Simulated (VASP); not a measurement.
Write the native input for VASP 6.6.1 that does the following.

| Property | Result |
| --- | --- |
| Task | relaxation of cell and atoms |
| Functional | PBE |
| Potentials or basis | VASP PAW PBE potentials, release 64 (Dy_3, Br), 4f in core |
| Cutoff | 500 eV |
| k mesh | 12 × 12 × 10 |
| Occupations | gaussian, width 0.1 eV |
| Spin | no spin polarisation |
| Dipole correction | no |
| Further INCAR settings | ALGO = Normal; EDIFF = 1e-07; IBRION = 2; EDIFFG = -0.01; NSW = 100; ISIF = 3 |

The structure of Dy3Br lies in POSCAR:

```
Dy3Br
1.0
    5.3709812882      0.0000000000      0.0000000000
   -2.6854906441      4.6514062389      0.0000000000
    0.0000000000      0.0000000000      5.2448407842
Dy Br
3 1
Direct
    0.3333333333      0.6666666667      0.0000000000
    0.6666666667      0.3333333333      0.0000000000
    0.0000000000      0.0000000000      0.5000000000
    0.0000000000      0.0000000000      0.0000000000
```

The cell was generated, and may not be a known phase.

These files were run (other wordings do the same):

INCAR

```
SYSTEM = Dy3Br
  ALGO = Normal
  EDIFF = 1E-7
  EDIFFG = -0.01
  ENCUT = 500
  GGA = PE
  GGA_COMPAT = .FALSE.
  IBRION = 2
  ISIF = 3
  ISMEAR = 0
  LASPH = .TRUE.
  LCHARG = .FALSE.
  LMAXMIX = 6
  LREAL = .FALSE.
  LWAVE = .FALSE.
  NELM = 200
  NELMIN = 4
  NSW = 100
  PREC = Accurate
  SIGMA = 0.1
```

KPOINTS

```
k-points
0
G
  12 12 10
  0 0 0
```

Potentials or basis: VASP PAW PBE potentials, release 64 (Dy_3, Br), 4f in core.

Run with:

```sh
$ cat potpaw_PBE.64/Dy_3/POTCAR potpaw_PBE.64/Br/POTCAR > POTCAR
$ mpirun -np 1 vasp_std > vasp.out
```

It gave:

| Property | Result |
| --- | --- |
| Relaxed volume | 33.18 Å³/atom |
| Relaxed cell | a = 5.397 Å, b = 5.397 Å, c = 5.262 Å, α = 90.00°, β = 90.00°, γ = 120.00° |
| Space group after relaxing (to 0.1 Å) | P6/mmm (No. 191) |
| Energy gained by relaxing | 0.5 meV/atom |
| Ionic steps | 4 |
| Pressure after relaxing | 0.0 GPa |
| Band gap on the k mesh | zero (bands 17 and 18 overlap by 0.74 eV) |

Caveat: spin-orbit coupling is left out, which moves the levels of the heavy elements; the 4f electrons are frozen in the core, so they carry no moment and show no levels; the run has no spin polarisation, though such a crystal can be magnetic.

Wall time 7 min on 1 thread of AMD EPYC 9R45 96-Core Processor (Zen 5) (shared host), peak memory 0.41 GiB.
